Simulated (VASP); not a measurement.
# Pd2Au (P1) in VASP: single point with r2SCAN

Aim: the single point of Pd2Au with r2SCAN.

Everything below comes from runs of VASP 6.6.1. Logs are shortened: lines on timing, memory, paths and dates and some standing lists are left out, and cuts for length are marked.

### 1 The cell of the first run

The typed cell holds 12 atoms: a = 5.594 Å, b = 5.606 Å, c = 6.916 Å, α = 90.04°, β = 90.06°, γ = 119.97°.

### 2 Single point, r2SCAN

POSCAR reads:

```
Pd2Au
1.0
   -3.9529348204     -3.9582932528      0.0001006344
   -0.0027763802      3.9609689987      3.9671441551
   -3.9880904504      3.9935495172     -3.9969482934
Pd Au
8 4
Direct
    0.0005926685      0.0027654999      1.0008868916
    0.8345683258      0.1685300504      0.6642092098
    0.3322272644      0.1685531246      0.6642913871
    0.6658913755      0.3332994341      0.3363383256
    0.1658502280      0.3334913201      0.3354944897
    0.3336646636      0.6689142952      0.6612510223
    0.6677471090      0.8373404097      0.3339450199
    0.1682729696      0.8376139752      0.3338751846
    0.5004104695      0.0022600439      0.9990449893
    0.4989955517      0.5014921681      1.0018012149
    1.0008925598      0.5014368694      1.0017559529
    0.8345795578      0.6707590737      0.6620511398
```

INCAR.step1 reads:

```
SYSTEM = Pd2Au
ALGO = Normal ; EDIFF = 1E-4
ENCUT = 520 ; GGA = PE
ISMEAR = 0 ; ISYM = 0
LASPH = .True. ; LCHARG = .False.
LREAL = .False. ; LWAVE = .True.
NBANDS = 74 ; NELM = 100
PREC = Accurate ; SIGMA = 0.1
```

INCAR.step2 reads:

```
SYSTEM = Pd2Au
ALGO = Normal ; EDIFF = 1E-6
ENCUT = 520 ; ISIF = 2
ISMEAR = 0 ; ISTART = 1
ISYM = 0 ; LASPH = .True.
LCHARG = .False. ; LMIXTAU = .True.
LREAL = .False. ; LWAVE = .False.
METAGGA = R2SCAN ; NBANDS = 74
NELM = 100 ; PREC = Accurate
SIGMA = 0.1
```

KPOINTS reads:

```
Automatic mesh
0
Gamma
  3 3 2
  0 0 0.5
```

Potentials or basis: VASP PAW PBE potentials, release 64 (Pd, Au).

Command:

```console
$ cat potpaw_PBE.64/Pd/POTCAR potpaw_PBE.64/Au/POTCAR > POTCAR
$ cp INCAR.step1 INCAR
$ mpirun -np 1 vasp_std > vasp.out
$ cp INCAR.step2 INCAR
$ mpirun -np 1 vasp_std > vasp.out
```

OUTCAR:

```text
SYSTEM = Pd2Au
   EDIFF = 1E-6
   ENCUT = 520
   ISIF = 2
   ISMEAR = 0
   ISTART = 1
   ISYM = 0
   LASPH = .True.
   LREAL = .False.
   METAGGA = R2SCAN
   NELM = 100
   PREC = Accurate

 ion  position               nearest neighbor table
   1  0.001  0.003  0.001-  10 2.79  11 2.79   9 2.80   9 2.80  10 2.81  11 2.81   8 2.81   7 2.81
                             5 2.81   2 2.83   3 2.83  12 2.84
   2  0.835  0.169  0.664-   3 2.78   4 2.78   5 2.79  12 2.79   7 2.79   6 2.80   6 2.80   3 2.81
                            12 2.82   9 2.83   1 2.83  11 2.84
   3  0.332  0.169  0.664-   5 2.78   2 2.78   4 2.79  12 2.79   8 2.79   6 2.80   6 2.81   2 2.81
                            12 2.81   9 2.83   1 2.83  10 2.84
   4  0.666  0.333  0.336-   8 2.78  12 2.78   2 2.78   7 2.79   3 2.79   5 2.80   5 2.80   8 2.82
                             7 2.82  10 2.83  11 2.83   9 2.83
   5  0.166  0.333  0.335-   6 2.78   3 2.78   7 2.79   2 2.79   8 2.79   4 2.80   4 2.80   1 2.81
                            11 2.82   7 2.82  10 2.82   8 2.82
   6  0.334  0.669  0.661-   5 2.78   8 2.78   7 2.79  12 2.80  12 2.80   2 2.80   3 2.80   2 2.80
                             3 2.81   9 2.84  10 2.85  11 2.86
   7  0.668  0.837  0.334-   5 2.79   6 2.79   4 2.79  12 2.79   2 2.79   8 2.79   8 2.80   1 2.81
                            10 2.82   5 2.82   4 2.82   9 2.82
   8  0.168  0.838  0.334-   4 2.78   6 2.78   5 2.79  12 2.79   3 2.79   7 2.79   7 2.80   1 2.81
                            11 2.82   5 2.82   4 2.82   9 2.82
   9  0.500  0.002  0.999-   1 2.80   1 2.80  11 2.80  11 2.80  10 2.80  10 2.80   7 2.82   8 2.82
                             3 2.83   2 2.83   4 2.83   6 2.84
  10  0.499  0.501  0.002-  11 2.79   1 2.79   9 2.80   9 2.80  11 2.81   1 2.81   7 2.82   5 2.82
                             4 2.83   3 2.84   6 2.85  12 2.86
  11  0.001  0.501  0.002-  10 2.79   1 2.79   9 2.80   9 2.80  10 2.81   1 2.81   8 2.82   5 2.82
                             4 2.83   2 2.84   6 2.86  12 2.86
  12  0.835  0.671  0.662-   4 2.78   7 2.79   3 2.79   8 2.79   2 2.79   6 2.80   6 2.80   3 2.81
                             2 2.82   1 2.84  11 2.86  10 2.86

IMPORTANT INFORMATION: All symmetrisations will be switched off!
NOSYMM: (Re-)initialisation of all symmetry stuff for point group C_1.

----------------------------------------------------------------------------------------

                                     Primitive cell

  volume of cell :     187.8793

  direct lattice vectors                    reciprocal lattice vectors
    -3.952934820 -3.958293253  0.000100634    -0.168591087 -0.084269140  0.084019981
    -0.002776380  3.960968999  3.967144155    -0.084206678  0.084096958  0.168045511
    -3.988090450  3.993549517 -3.996948293    -0.083583017  0.083467749 -0.083396320

  length of vectors
     5.594084302  5.606024961  6.915844044     0.206357941  0.205918325  0.144595754

  position of ions in fractional coordinates (direct lattice)
[... 103 lines left out ...]
     AMIX_MAG =   1.60;   BMIX_MAG =  1.00
  volume/ion in A,a.u.               =      15.66       105.66
  Fermi-wavevector in a.u.,A,eV,Ry     =   1.425353  2.693527 27.642018  2.031631
  Thomas-Fermi vector in A             =   2.545746
   LORBIT       =      0    0 simple, 1 ext, 2 COOP (PROOUT), +10 PAW based schemes
   METAGGA = R2SCAN    functional components
   LHFCALC =     F    Hartree Fock is set to
   AEXX    =    0.0000 exact exchange contribution
   IVDW    =     0    specifies the selected vdW correction
   LEPSILON=     F    determine dielectric tensor
   LRPA    =     F    only Hartree local field effects (RPA)
 non-spin polarized calculation
 Gauss-broadening in eV      SIGMA  =   0.10
  energy-cutoff  :      520.00
  volume of cell :      187.88
 maximum number of plane-waves:      5082
 NGX is ok and might be reduce to    42
   NGX = 21   NGY = 21   NGZ = 25

 number of electron     124.0000011 magnetization

 Free energy of the ion-electron system (eV)
  ---------------------------------------------------
  ext. energy  EPLUGINS =         0.00000000
  ---------------------------------------------------
  free energy    TOTEN  =      -386.86827035 eV

  energy without entropy =     -386.80663314  energy(sigma->0) =     -386.83745175

 E-fermi :   8.9957     XC(G=0): -13.8806

 val. band max:        8.9566257956   @ k =   0.3333  -0.3333   0.2500
 cond. band min:       8.9977404086   @ k =   0.3333  -0.3333   0.2500
 fundamental gap:      0.0411146130
 Fermi energy:         8.9957246230

 k-point     1 :      -0.0000    0.0000    0.2500
  band No.  band energies     occupation
      1       0.8230      2.00000
      2       2.3813      2.00000
      3       2.6685      2.00000
      4       2.7105      2.00000
      5       2.7970      2.00000
      6       2.9530      2.00000
[... 682 lines left out ...]
     73      16.4375      0.00000
     74      16.8215      0.00000

------------------------ aborting loop because EDIFF is reached ----------------------------------------

  FORCE on cell =-STRESS in cart. coord.  units (eV):
  Direction    XX          YY          ZZ          XY          YZ          ZX
  --------------------------------------------------------------------------------------
  -------------------------------------------------------------------------------------
  Total        0.8389389      0.7409854      0.8913103     -0.0081595      0.0092632     -0.0060522
  in kB        7.1542153      6.3188976      7.6008225     -0.0695817      0.0789937     -0.0516117
  external PRESSURE =       7.0246451 kB  Pullay stress =       0.0000000 kB

 VOLUME and BASIS-vectors are now :
 -----------------------------------------------------------------------------
  energy-cutoff  :      520.00
  volume of cell :      187.88
      direct lattice vectors                 reciprocal lattice vectors
    -3.952934820 -3.958293253  0.000100634    -0.168591087 -0.084269140  0.084019981
    -0.002776380  3.960968999  3.967144155    -0.084206678  0.084096958  0.168045511
    -3.988090450  3.993549517 -3.996948293    -0.083583017  0.083467749 -0.083396320

 POSITION                                       TOTAL-FORCE (eV/Angst)
 -----------------------------------------------------------------------------------
     -0.00589      0.01215      0.00743        -0.008115      0.006109     -0.001496
     -5.94839      0.01663     -1.98614        -0.002150     -0.006243      0.001606
     -3.96299      2.00546     -1.98643         0.006424     -0.003141      0.005706
     -3.97450      0.02758     -0.02201        -0.001209      0.002938     -0.004786
     -1.99450      2.00428     -0.01793        -0.013670      0.006088     -0.011132
     -3.95794      3.96954      0.01073         0.009777     -0.007424      0.008557
     -3.97369      2.00717      1.98716        -0.002504      0.007526      0.004429
     -1.99902      3.98504      1.98847        -0.002485      0.004624     -0.007419
     -5.96238      2.01792     -3.98411         0.011596     -0.006722      0.007563
     -1.98107      0.01842      1.98234         0.004471     -0.008260     -0.001015
     -0.01192      1.98966      1.98225         0.005097     -0.001863      0.002617
     -5.94122      1.99728      0.01490        -0.007232      0.006368     -0.004630
 -----------------------------------------------------------------------------------
    total drift:                                0.000134     -0.000352     -0.000173

  FREE ENERGIE OF THE ION-ELECTRON SYSTEM (eV)
  ---------------------------------------------------
  free  energy   TOTEN  =      -386.8682703548 eV

  energy  without entropy=     -386.8066331406  energy(sigma->0) =     -386.83745175
```

OUTCAR.step1:

```text
SYSTEM = Pd2Au
   EDIFF = 1E-4
   ENCUT = 520
   GGA = PE
   ISMEAR = 0
[... 911 lines left out ...]
     -5.96238      2.01792     -3.98411         0.017822     -0.012644      0.012083
     -1.98107      0.01842      1.98234         0.004452     -0.012846      0.002979
     -0.01192      1.98966      1.98225         0.009576     -0.001804      0.006780
     -5.94122      1.99728      0.01490        -0.018124      0.017013     -0.019525
 -----------------------------------------------------------------------------------
    total drift:                               -0.001080      0.000804     -0.000988

  FREE ENERGIE OF THE ION-ELECTRON SYSTEM (eV)
  ---------------------------------------------------
  free  energy   TOTEN  =       -55.3982786575 eV

  energy  without entropy=      -55.3312611938  energy(sigma->0) =      -55.36476993
```

Wall time 21 min (1 thread of Intel Xeon 8259CL, shared host); peak memory 0.37 GiB.

What came out:

| Item | Value |
| --- | --- |
| Free energy | -386.8683 eV |
| Pressure | 0.7 GPa |
| Largest force | 0.019 eV/Å |
| Band gap on the k mesh | zero (bands 62 and 63 overlap by 0.42 eV) |

Forces on the atoms (eV/Å):
```
Pd  -0.008  0.006 -0.001
Pd  -0.002 -0.006  0.002
Pd   0.006 -0.003  0.006
Pd  -0.001  0.003 -0.005
Pd  -0.014  0.006 -0.011
Pd   0.010 -0.007  0.009
Pd  -0.003  0.008  0.004
Pd  -0.002  0.005 -0.007
Au   0.012 -0.007  0.008
Au   0.004 -0.008 -0.001
Au   0.005 -0.002  0.003
Au  -0.007  0.006 -0.005
```

Levels at points of the mesh, in eV from the Fermi level:
```csv
k point,band 59,band 60,band 61,band 62,band 63,band 64,band 65,band 66
"(0.00, 0.00, 0.25)",-0.10,0.10,0.16,0.18,0.25,1.64,1.74,1.78
```

Caveat: the k points lie up to 0.45 Å⁻¹ apart; the PAW data sets were made with another functional, which shifts forces and pressure a little; spin-orbit coupling is left out, which moves the levels of the heavy elements.
